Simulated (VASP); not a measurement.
A run of VASP 6.6.1 is set up as follows.

INCAR

```
ALGO = Normal ; EDIFF = 1E-6
ENCUT = 520 ; GGA = PS
ISIF = 2 ; ISMEAR = -1
LASPH = True ; LCHARG = False
LREAL = False ; LWAVE = False
NBANDS = 34 ; NELM = 80
PREC = Accurate ; SIGMA = 0.05
```

Contents of KPOINTS:

```
k-points
0
Gamma
  6 6 6
```

File POSCAR:

```
ZnIn3
1.0
    0.0000000000      3.6907310000      3.6907310000
    3.6907310000      0.0000000000      3.6907310000
    3.6907310000      3.6907310000      0.0000000000
Zn In
1 3
Direct
    0.0000000000      0.0000000000      0.0000000000
    0.2500000000      0.2500000000      0.2500000000
    0.7500000000      0.7500000000      0.7500000000
    0.5000000000      0.5000000000      0.5000000000
```

Potentials or basis: VASP PAW PBE potentials, release 64 (Zn, In_d).

Run with:

```console
$ cat potpaw_PBE.64/Zn/POTCAR potpaw_PBE.64/In_d/POTCAR > POTCAR
$ mpirun -np 1 vasp_std > vasp.out
```

Q: What does it give for the pressure?

A: -3.0 GPa.

Caveat: the PAW data sets were made with another functional, which shifts forces and pressure a little.
